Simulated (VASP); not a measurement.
# TaN (P6_3mc) in VASP: a series of runs

TaN is run at these levels: PBE; tasks: single point, relaxation of cell and atoms.

Program: VASP 6.6.1. These are calculated values, not measurements. Logs are shortened: lines on timing, memory, paths and dates and some standing lists are left out, and cuts for length are marked.

## (1) The cell of the first run

Symmetry: P6_3mc, No. 186, hexagonal system. The conventional cell has a = 3.152 Å, b = 3.152 Å, c = 6.105 Å, α = 90.00°, β = 90.00°, γ = 120.00°. Within 2.6 Å of Ta (site symmetry 3m) lie 4 N at 1.98 to 2.11 Å. N (site symmetry 3m) has 4 Ta at 1.98 to 2.11 Å within 2.6 Å.

## (2) Single point, PBE

The input, INCAR:

```
SYSTEM = TaN
PREC = Accurate
ENCUT = 520
EDIFF = 1E-6
ISMEAR = 0
SIGMA = 0.1
LREAL = .False.
LASPH = .True.
NELM = 60
ALGO = Normal
ISIF = 2
LWAVE = .False.
LCHARG = .False.
GGA = PE
NBANDS = 24
```

The input, KPOINTS:

```
Automatic mesh
0
Gamma
  18 18 8
  0 0 0
```

The input, POSCAR:

```
TaN
1.0
    3.1518935789      0.0000000000      0.0000000000
   -1.5759467895      2.7296199094      0.0000000000
    0.0000000000      0.0000000000      6.1049966558
Ta N
2 2
Direct
    0.3333333333      0.6666666667      0.0305474063
    0.6666666667      0.3333333333      0.5305474063
    0.3333333333      0.6666666667      0.3544525837
    0.6666666667      0.3333333333      0.8544525837
```

Potentials or basis: VASP PAW PBE potentials, release 64 (Ta_pv, N).

Run with:

```bash
> cat potpaw_PBE.64/Ta_pv/POTCAR potpaw_PBE.64/N/POTCAR > POTCAR
> mpirun -np 1 vasp_std > vasp.out
```

OUTCAR:

```text
SYSTEM = TaN
   PREC = Accurate
   ENCUT = 520
   EDIFF = 1E-6
   ISMEAR = 0
   LREAL = .False.
   LASPH = .True.
   NELM = 60
   ISIF = 2
   GGA = PE

 ion  position               nearest neighbor table
   1  0.333  0.667  0.031-   3 1.98   4 2.11   4 2.11   4 2.11   2 3.55   2 3.55   2 3.55   2 3.55
                             2 3.55   2 3.55
   2  0.667  0.333  0.531-   4 1.98   3 2.11   3 2.11   3 2.11   1 3.55   1 3.55   1 3.55   1 3.55
                             1 3.55   1 3.55
   3  0.333  0.667  0.354-   1 1.98   2 2.11   2 2.11   2 2.11
   4  0.667  0.333  0.854-   2 1.98   1 2.11   1 2.11   1 2.11

  LATTYP: Found a hexagonal cell.
 ALAT       =     3.1518935789
 C/A-ratio  =     1.9369298179

  Lattice vectors:

 A1 = (   3.1518935789,   0.0000000000,   0.0000000000)
 A2 = (  -1.5759467895,   2.7296199094,   0.0000000000)
 A3 = (   0.0000000000,   0.0000000000,   6.1049966558)

Analysis of symmetry for initial positions (statically):
=====================================================================
 Subroutine PRICEL returns:
 Original cell was already a primitive cell.

 Routine SETGRP: Setting up the symmetry group for a
 hexagonal supercell.

 Subroutine GETGRP returns: Found 12 space group operations
 (whereof  6 operations were pure point group operations)
 out of a pool of 24 trial point group operations.

The static configuration has the point symmetry C_3v.
 The point group associated with its full space group is C_6v.

Analysis of symmetry for dynamics (positions and initial velocities):
=====================================================================
 Subroutine PRICEL returns:
 Original cell was already a primitive cell.

 Routine SETGRP: Setting up the symmetry group for a
 hexagonal supercell.

 Subroutine GETGRP returns: Found 12 space group operations
 (whereof  6 operations were pure point group operations)
 out of a pool of 24 trial point group operations.

The dynamic configuration has the point symmetry C_3v.
 The point group associated with its full space group is C_6v.

 Subroutine INISYM returns: Found 12 space group operations
 (whereof  6 operations are pure point group operations),
 and found     1 'primitive' translations

----------------------------------------------------------------------------------------

                                     Primitive cell

  volume of cell :      52.5242

  direct lattice vectors                    reciprocal lattice vectors
     3.151893579  0.000000000  0.000000000     0.317269595  0.183175686  0.000000000
    -1.575946789  2.729619909  0.000000000     0.000000000  0.366351372  0.000000000
     0.000000000  0.000000000  6.104996656     0.000000000  0.000000000  0.163800254

  length of vectors
     3.151893579  3.151893579  6.104996656     0.366351372  0.366351372  0.163800254

  position of ions in fractional coordinates (direct lattice)
     0.333333333  0.666666667  0.030547406
     0.666666667  0.333333333  0.530547406
     0.333333333  0.666666667  0.354452584
     0.666666667  0.333333333  0.854452584

  ion indices of the primitive-cell ions
   primitive index   ion index
                 1           1
                 2           2
                 3           3
                 4           4

----------------------------------------------------------------------------------------

 KPOINTS: Automatic mesh

Automatic generation of k-mesh.
 Grid dimensions read from file:
 generate k-points for:   18   18    8

 Generating k-lattice:

  Cartesian coordinates                     Fractional coordinates (reciprocal lattice)
     0.017626089  0.010176427  0.000000000     0.055555556  0.000000000  0.000000000
     0.000000000  0.020352854  0.000000000     0.000000000  0.055555556  0.000000000
     0.000000000  0.000000000  0.020475032     0.000000000  0.000000000  0.125000000

  Length of vectors
     0.020352854  0.020352854  0.020475032

  Shift w.r.t. Gamma in fractional coordinates (k-lattice)
     0.000000000  0.000000000  0.000000000

 Subroutine IBZKPT returns following result:
 ===========================================

 Found    185 irreducible k-points:

 Following reciprocal coordinates:
            Coordinates               Weight
  0.000000  0.000000  0.000000      1.000000
  0.055556 -0.000000  0.000000      6.000000
  0.111111 -0.000000  0.000000      6.000000
  0.166667  0.000000  0.000000      6.000000
  0.222222 -0.000000  0.000000      6.000000
  0.277778  0.000000  0.000000      6.000000
[... 16 lines left out ...]
  0.333333  0.111111  0.000000     12.000000
  0.388889  0.111111  0.000000     12.000000
 [... further k-points ...]
   k-points           NKPTS =    185   k-points in BZ     NKDIM =    185   number of bands    NBANDS=     24
   number of dos      NEDOS =    301   number of ions     NIONS =      4
   total plane-waves  NPLWV =  27648
   dimension x,y,z NGX =    24 NGY =   24 NGZ =   48
   dimension x,y,z NGXF=    48 NGYF=   48 NGZF=   96
   ions per type =               2   2
   NGX,Y,Z   is equivalent  to a cutoff of  12.66, 12.66, 13.07 a.u.
   NGXF,Y,Z  is equivalent  to a cutoff of  25.32, 25.32, 26.14 a.u.
 SYSTEM =  TaN
   PREC   = accura    normal or accurate (medium, high low for compatibility)
   ISTART =      0    job   : 0-new  1-cont  2-samecut
   ICHARG =      2    charge: 1-file 2-atom 10-const
   ISPIN  =      1    spin polarized calculation?
   LNONCOLLINEAR =      F non collinear calculations
   LSORBIT =      F    spin-orbit coupling
   LASPH  =      T    aspherical Exc in radial PAW
   ENCUT  =  520.0 eV  38.22 Ry    6.18 a.u.   5.86  5.86 11.35*2*pi/ulx,y,z
   NELM   =     60;   NELMIN=  2; NELMDL= -5     # of ELM steps
   EDIFF  = 0.1E-05   stopping-criterion for ELM
   LREAL  =      F    real-space projection
   EDIFFG = 0.1E-04   stopping-criterion for IOM
   NSW    =      0    number of steps for IOM
   IBRION =     -1    ionic relax: 0-MD 1-quasi-New 2-CG
   NFREE  =      0    steps in history (QN), initial steepest desc. (CG)
   ISIF   =      2    stress and relaxation
   ISYM   =      2    0-nonsym 1-usesym 2-fastsym
   POTIM  = 0.5000    time-step for ionic-motion
   TEBEG  =    0.0;   TEEND  =   0.0 temperature during run
   PSTRESS=    0.0 pullay stress
   NELECT =      32.0000    total number of electrons
   NUPDOWN=      -1.0000    fix difference up-down
   EMIN   =  10.00;   EMAX   =-10.00  energy-range for DOS
   EFERMI =   0.00;   METHOD = LEGACY
   ISMEAR =     0;   SIGMA  =   0.10  broadening in eV -4-tet -1-fermi 0-gaus
   EFERMI_NEDOS =   21; number of points for ismear=-14 and -15
   IALGO  =     38    algorithm
   IMIX   =      4    mixing-type and parameters
     AMIX     =   0.40;   BMIX     =  1.00
     AMIX_MAG =   1.60;   BMIX_MAG =  1.00
  volume/ion in A,a.u.               =      13.13        88.61
  Fermi-wavevector in a.u.,A,eV,Ry     =   1.387837  2.622632 26.206064  1.926091
  Thomas-Fermi vector in A             =   2.512020
   LORBIT       =      0    0 simple, 1 ext, 2 COOP (PROOUT), +10 PAW based schemes
   GGA     = PE    functional components
   LHFCALC =     F    Hartree Fock is set to
   AEXX    =    0.0000 exact exchange contribution
   IVDW    =     0    specifies the selected vdW correction
   LEPSILON=     F    determine dielectric tensor
   LRPA    =     F    only Hartree local field effects (RPA)
 non-spin polarized calculation
 Gauss-broadening in eV      SIGMA  =   0.10
  energy-cutoff  :      520.00
  volume of cell :       52.52
 maximum number of plane-waves:      1431
 NGX is ok and might be reduce to    24
   NGX = 11   NGY = 11   NGZ = 23

 number of electron      31.9999996 magnetization

 Free energy of the ion-electron system (eV)
  ---------------------------------------------------
  ext. energy  EPLUGINS =         0.00000000
  ---------------------------------------------------
  free energy    TOTEN  =       -43.37821091 eV

  energy without entropy =      -43.37437786  energy(sigma->0) =      -43.37629439

 E-fermi :   6.4431     XC(G=0): -12.1013

 val. band max:        6.4010357064   @ k =   0.1111  -0.0000   0.1250
 cond. band min:       6.4473681962   @ k =   0.0556  -0.0000   0.0000
 fundamental gap:      0.0463324899
 Fermi energy:         6.4430977763

 k-point     1 :       0.0000    0.0000    0.0000
  band No.  band energies     occupation
      1     -29.1814      2.00000
      2     -28.8552      2.00000
      3     -28.6130      2.00000
      4     -28.6130      2.00000
      5     -28.5857      2.00000
      6     -28.5857      2.00000
[... 16 lines left out ...]
     23      11.5588      0.00000
     24      12.9261      0.00000

 k-point     2 :       0.0556   -0.0000    0.0000
  band No.  band energies     occupation
      1     -29.1768      2.00000
      2     -28.8548      2.00000
      3     -28.6292      2.00000
      4     -28.6171      2.00000
      5     -28.6026      2.00000
      6     -28.5891      2.00000
[... 16 lines left out ...]
     23      11.7663      0.00000
     24      12.7047      0.00000

 k-point     3 :       0.1111   -0.0000    0.0000
  band No.  band energies     occupation
      1     -29.1634      2.00000
      2     -28.8538      2.00000
      3     -28.6757      2.00000
      4     -28.6507      2.00000
      5     -28.6286      2.00000
      6     -28.5988      2.00000
[... 16 lines left out ...]
     23      12.3223      0.00000
     24      12.4189      0.00000

 k-point     4 :       0.1667    0.0000    0.0000
  band No.  band energies     occupation
      1     -29.1426      2.00000
      2     -28.8530      2.00000
      3     -28.7460      2.00000
      4     -28.7232      2.00000
      5     -28.6460      2.00000
      6     -28.6137      2.00000
[... 16 lines left out ...]
     23      12.1624      0.00000
     24      13.1057      0.00000

 k-point     5 :       0.2222   -0.0000    0.0000
  band No.  band energies     occupation
      1     -29.1166      2.00000
      2     -28.8546      2.00000
      3     -28.8300      2.00000
      4     -28.8096      2.00000
      5     -28.6673      2.00000
      6     -28.6320      2.00000
[... 16 lines left out ...]
     23      11.9705      0.00000
     24      13.4228      0.00000

 k-point     6 :       0.2778    0.0000    0.0000
  band No.  band energies     occupation
      1     -29.0898      2.00000
      2     -28.9199      2.00000
      3     -28.9013      2.00000
      4     -28.8521      2.00000
      5     -28.6896      2.00000
      6     -28.6516      2.00000
[... 16 lines left out ...]
     23      11.8595      0.00000
     24      13.4950      0.00000
[... 379 lines left out ...]
 k-point    21 :       0.2222    0.1111    0.0000
  band No.  band energies     occupation
      1     -29.0808      2.00000
      2     -28.9265      2.00000
      3     -28.9132      2.00000
      4     -28.8534      2.00000
      5     -28.7125      2.00000
      6     -28.6787      2.00000
[... 16 lines left out ...]
     23      11.9411      0.00000
     24      13.3898      0.00000

 k-point    22 :       0.2778    0.1111    0.0000
  band No.  band energies     occupation
      1     -29.0663      2.00000
      2     -28.9962      2.00000
      3     -28.9711      2.00000
      4     -28.8588      2.00000
      5     -28.7395      2.00000
      6     -28.7021      2.00000
[... 16 lines left out ...]
     23      12.0664      0.00000
     24      12.7769      0.00000

 k-point    23 :       0.3333    0.1111    0.0000
  band No.  band energies     occupation
      1     -29.0875      2.00000
      2     -29.0495      2.00000
      3     -28.9844      2.00000
      4     -28.8662      2.00000
      5     -28.7614      2.00000
      6     -28.7211      2.00000
[... 16 lines left out ...]
     23      12.1136      0.00000
     24      12.3093      0.00000

 k-point    24 :       0.3889    0.1111    0.0000
  band No.  band energies     occupation
      1     -29.1184      2.00000
      2     -29.0843      2.00000
      3     -28.9722      2.00000
      4     -28.8742      2.00000
      5     -28.7756      2.00000
      6     -28.7335      2.00000
[... 16 lines left out ...]
     23      11.6247      0.00000
     24      12.3973      0.00000

 [... further k-points ...]
[... 5 lines left out ...]
  --------------------------------------------------------------------------------------
  -------------------------------------------------------------------------------------
  Total        0.1155337      0.1155337      0.2838054     -0.0000000      0.0000000     -0.0000000
  in kB        3.5241963      3.5241963      8.6570934     -0.0000000      0.0000000     -0.0000000
  external PRESSURE =       5.2351620 kB  Pullay stress =       0.0000000 kB

 VOLUME and BASIS-vectors are now :
 -----------------------------------------------------------------------------
  energy-cutoff  :      520.00
  volume of cell :       52.52
      direct lattice vectors                 reciprocal lattice vectors
     3.151893579  0.000000000  0.000000000     0.317269595  0.183175686  0.000000000
    -1.575946789  2.729619909  0.000000000     0.000000000  0.366351372  0.000000000
     0.000000000  0.000000000  6.104996656     0.000000000  0.000000000  0.163800254

 POSITION                                       TOTAL-FORCE (eV/Angst)
 -----------------------------------------------------------------------------------
     -0.00000      1.81975      0.18649         0.000000     -0.000000     -0.023629
      1.57595      0.90987      3.23899         0.000000      0.000000     -0.023629
     -0.00000      1.81975      2.16393         0.000000     -0.000000      0.023629
      1.57595      0.90987      5.21643        -0.000000      0.000000      0.023629
 -----------------------------------------------------------------------------------
    total drift:                               -0.000000      0.000000     -0.000141

  FREE ENERGIE OF THE ION-ELECTRON SYSTEM (eV)
  ---------------------------------------------------
  free  energy   TOTEN  =       -43.3782109089 eV

  energy  without entropy=      -43.3743778617  energy(sigma->0) =      -43.37629439
```

It took 4.7 min on 1 thread of AMD EPYC 7R13, shared host; peak memory 0.29 GiB.

What came out:

```
Free energy            : -43.3782 eV
Pressure               : 0.5 GPa
Largest force          : 0.024 eV/Å
Band gap on the k mesh : zero (band 16 reaches 6.64 eV, above the bottom of band 17 at 6.21 eV)
```

Forces on the atoms (eV/Å):
```
Ta   0.000  0.000 -0.024
Ta   0.000  0.000 -0.024
N    0.000  0.000  0.024
N    0.000  0.000  0.024
```

Caveat: spin-orbit coupling is left out, which moves the levels of the heavy elements.

## (3) Relaxation of cell and atoms, PBE

The input, INCAR:

```
SYSTEM = TaN
PREC     = Accurate       ! precision mode
ENCUT    = 600            ! plane-wave cutoff, eV
EDIFF    = 1E-6           ! SCF threshold, eV
ISMEAR   = 0              ! smearing method
SIGMA    = 0.1            ! smearing width, eV
LREAL    = .FALSE.        ! projectors in reciprocal space
LASPH    = .TRUE.         ! aspherical terms in the spheres
NELM     = 80             ! most SCF steps
ALGO     = Normal         ! electronic algorithm
ISIF     = 3              ! what is computed and relaxed
LWAVE    = .FALSE.        ! write WAVECAR
LCHARG   = .FALSE.        ! write CHGCAR
GGA      = PE             ! functional
IBRION   = 2              ! ionic algorithm
NSW      = 100            ! ionic steps
EDIFFG   = -0.01          ! ionic threshold
```

The input, KPOINTS:

```
Automatic mesh
0
G
  18 18 8
  0 0 0
```

The input, POSCAR:

```
TaN
1.0
    3.1514111810      0.0000000000      0.0000000000
   -1.5757055905      2.7292021405      0.0000000000
    0.0000000000      0.0000000000      6.1029218168
Ta N
2 2
Direct
    0.3333333333      0.6666666667      0.0306213540
    0.6666666667      0.3333333333      0.5306213540
    0.3333333333      0.6666666667      0.3543786360
    0.6666666667      0.3333333333      0.8543786360
```

Potentials or basis: VASP PAW PBE potentials, release 64 (Ta_pv, N).

Run with:

```bash
> cat potpaw_PBE.64/Ta_pv/POTCAR potpaw_PBE.64/N/POTCAR > POTCAR
> mpirun -np 1 vasp_std > vasp.out
```

It took 10 min on 1 thread of AMD EPYC 7R13, shared host; peak memory 0.33 GiB.

The run converged. Its results:

* Free energy: -43.3821 eV
* Relaxed volume: 13.15 Å³/atom
* Relaxed cell: a = 3.153 Å, b = 3.153 Å, c = 6.111 Å, α = 90.00°, β = 90.00°, γ = 120.00°
* Space group after relaxing (to 0.05 Å): P6_3mc (No. 186)
* Energy gained by relaxing: 0.1 meV/atom
* Ionic steps: 3
* Pressure after relaxing: 0.0 GPa
* Band gap on the k mesh: zero (band 16 reaches 6.62 eV, above the bottom of band 17 at 6.20 eV)

The path:
```
step  energy change (eV)  largest force (eV/Å)  pressure (GPa)  volume (Å³)
   1              0.0000                0.0452            0.64        52.49
   2              0.0018                0.1100           -1.51        52.89
   3             -0.0004                0.0012            0.01        52.60
```

Final structure:
```cif
data_structure
_symmetry_space_group_name_H-M 'P 1'
_symmetry_Int_Tables_number 1
_cell_length_a 3.1527
_cell_length_b 3.1527
_cell_length_c 6.1110
_cell_angle_alpha 90.000
_cell_angle_beta 90.000
_cell_angle_gamma 120.000
_cell_volume 52.60
loop_
_atom_site_label
_atom_site_type_symbol
_atom_site_fract_x
_atom_site_fract_y
_atom_site_fract_z
_atom_site_occupancy
Ta1 Ta 0.33333 0.66667 0.03052 1
Ta2 Ta 0.66667 0.33333 0.53052 1
N1 N 0.33333 0.66667 0.35448 1
N2 N 0.66667 0.33333 0.85448 1
```

Levels at points of the mesh, in eV from the Fermi level:
```
           k point  band 13  band 14  band 15  band 16  band 17  band 18  band 19  band 20
(0.00, 0.00, 0.00)    -4.46    -4.46    -0.85    -0.69     0.15     0.15     2.16     2.16
(0.50, 0.00, 0.00)    -4.76    -3.66    -2.27    -0.51     1.16     2.14     2.62     3.36
(0.00, 0.00, 0.50)    -4.94    -4.94     0.18     0.18     0.96     0.96     0.96     0.96
(0.50, 0.00, 0.50)    -4.74    -4.74    -0.93    -0.93     1.47     1.47     3.26     3.26
```

Caveat: spin-orbit coupling is left out, which moves the levels of the heavy elements.
